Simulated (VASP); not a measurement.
BaTe:

```xyz
2
Lattice="0.1387 3.5637 3.5637 3.5637 0.1387 3.5637 3.5637 3.5637 0.1387" Properties=species:S:1:pos:R:3 pbc="T T T"
Ba    0.0000    0.0000    0.0000
Te    3.6330    3.6330    3.6330
```

This cell differs from its parent crystal: epitaxial 111 strain -3.0%.

Base run:

```yaml
Program: VASP 6.6.1
Functional: PBE
Potentials_or_basis: VASP PAW PBE potentials, release 64 (Ba_sv, Te)
Cutoff: 500 eV
k_mesh: 6 × 6 × 6
Occupations: fermi-dirac, width 0.02 eV
Spin: no spin polarisation
```

Its results: band gap on the k mesh 1.42 eV (least direct gap 1.80 eV); pressure 1.3 GPa.

Q: The run is repeated on the same cell with these changes: functional from PBE to r2SCAN; cutoff from 500 eV to 550 eV; occupations from fermi-dirac, width 0.02 eV to gaussian, width 0.01 eV. What comes out?

A: Band gap on the k mesh 1.77 eV (least direct gap 2.15 eV); pressure 1.4 GPa.

Caveats: spin-orbit coupling is left out, which moves the levels of the heavy elements; the PAW data sets were made with another functional, which shifts forces and pressure a little (at least some runs).

A k mesh can miss the band edges.
